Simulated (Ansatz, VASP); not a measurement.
# W: VASP beside Ansatz

```
CELL_PARAMETERS angstrom
-1.56527 1.63961 1.63961
1.63961 -1.56527 1.63961
1.63961 1.63961 -1.56527
ATOMIC_POSITIONS crystal
W 0.00000 0.00000 0.00000
```

Change from the starting cell: equal engineering shear yz, xz and xy +0.0467, equal normal strain along x, y and z +0.0300.

Alike in both runs: task single point; functional PBE; k mesh 20 × 20 × 20; occupations gaussian, width 0.15 eV; no spin polarisation.

|  | VASP | Ansatz |
| --- | --- | --- |
| version | VASP 6.6.1 | Ansatz 0.2.0 |
| potentials or method | VASP PAW PBE potentials, release 64 (W_sv), cutoff 520 eV | scalar-relativistic, plane waves, PAW |
| valence electrons in the cell | 14 | 14 |

VASP gave:

- gap on the k mesh at the Fermi level (eV): none
- pressure (GPa): -20.8
- traceless stress, the component that is largest in VASP (GPa): -4.13

Question: What did Ansatz give for the same quantities?

Answer: gap on the k mesh at the Fermi level (eV): none; pressure (GPa): -21.1; traceless stress, the component that is largest in VASP (GPa): -4.09.

A gap of «none» marks a metal or a gap that the smearing closes.

Neither program's run includes spin-orbit coupling.
